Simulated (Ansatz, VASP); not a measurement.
# BiTe in VASP and in Ansatz

File INCAR:

```
PREC = Accurate ; ENCUT = 520
EDIFF = 1E-7 ; ISMEAR = -1
SIGMA = 0.15 ; LREAL = F
LASPH = T ; NELM = 80
ALGO = Normal ; ISIF = 2
LWAVE = F ; LCHARG = T
GGA = PS ; LELF = T
LVHAR = T ; NBANDS = 18
```

File KPOINTS:

```
regular mesh
0
Gamma
  12 12 12
```

Contents of POSCAR:

```
BiTe
1.0
    0.0000000000      3.2217742655      3.2217742655
    3.2217742655      0.0000000000      3.2217742655
    3.2217742655      3.2217742655      0.0000000000
Bi Te
1 1
Direct
    0.0000000000      0.0000000000      0.0000000000
    0.5000000000      0.5000000000      0.5000000000
```

Input for Ansatz:

```yaml
crystal:
  lattice:
    - [0.0, 3.2217742641, 3.2217742641]
    - [3.2217742641, 0.0, 3.2217742641]
    - [3.2217742641, 3.2217742641, 0.0]
  atoms:
    - { symbol: Bi, position: [0.0, 0.0, 0.0] }
    - { symbol: Te, position: [0.5, 0.5, 0.5] }
basis:
  ecutwfc: 420
kpoints:
  mp_grid: { grid: [12, 12, 12] }
hamiltonian:
  xc: pbesol
scf:
  occupations: { method: fermi_dirac, width: 0.15 }
output:
  forces: true
  stress: true
  eigenvalues: true
```

Alike in both runs: task single point; functional PBEsol; k mesh 12 × 12 × 12; occupations fermi-dirac, width 0.15 eV; no spin polarisation.

```csv
,VASP,Ansatz
version,VASP 6.6.1,Ansatz 0.2.0
potentials or method,"VASP PAW PBE potentials, release 64 (Bi_d, Te), cutoff 520 eV","scalar-relativistic, plane waves, PAW"
valence electrons in the cell,21,31
```

```csv
,VASP,Ansatz,Ansatz less VASP
gap on the k mesh at the Fermi level (eV),none,none,-
pressure (GPa),-1.0,-1.0,+0.02
```

VASP's potentials were made for PBE, not for PBEsol. A gap of «none» marks a metal or a gap that the smearing closes. VASP's potentials hold 21 valence electrons a cell and Ansatz's 31, so a difference there can come from the potentials and not from the codes.

Neither program's run includes spin-orbit coupling.
